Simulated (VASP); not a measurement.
A run of VASP 6.6.1 is set up as follows.

File INCAR:

```
SYSTEM = ZnSe
ALGO = Normal
EDIFF = 1E-6
ENCUT = 520
GGA = CA
ISIF = 2
ISMEAR = 0
LASPH = .True.
LCHARG = .False.
LREAL = .False.
LWAVE = .False.
NBANDS = 26
NELM = 100
PREC = Accurate
SIGMA = 0.05
```

File KPOINTS:

```
k-points
0
Gamma
  8 8 6
  0 0 0
```

POSCAR

```
ZnSe
1.0
    4.1030397429      0.0000000000      0.0000000000
    0.0000000000      4.1030397429      0.0000000000
    0.0000000000      0.0000000000      5.4151678808
Zn Se
2 2
Direct
    0.0000000000      0.0000000000      0.0000000000
    0.5000000000      0.5000000000      0.0000000000
    0.0000000000      0.5000000000      0.2984995820
    0.5000000000      0.0000000000      0.7015004180
```

Potentials or basis: VASP PAW LDA potentials, release 64 (Zn, Se).

The run is started by

```sh
$ cat potpaw_LDA.64/Zn/POTCAR potpaw_LDA.64/Se/POTCAR > POTCAR
$ mpirun -np 1 vasp_std > vasp.out
```

Problem. What does it give for the band gap on the k mesh?

Solution. 1.04 eV.

Problem. What does it give for the pressure?

Solution. -7.7 GPa.

Forces in eV/Å, atoms in the order of the input:
```
Zn   0.000  0.000  0.000
Zn   0.000  0.000  0.000
Se   0.000  0.000 -1.562
Se   0.000  0.000  1.562
```

Caveat: the cell differs from its parent crystal (atoms shifted along a free coordinate); the cell stands under tension; forces of over 1 eV/Å act on the atoms, so gaps and moduli don't describe the material at rest. A k mesh can miss the band edges.
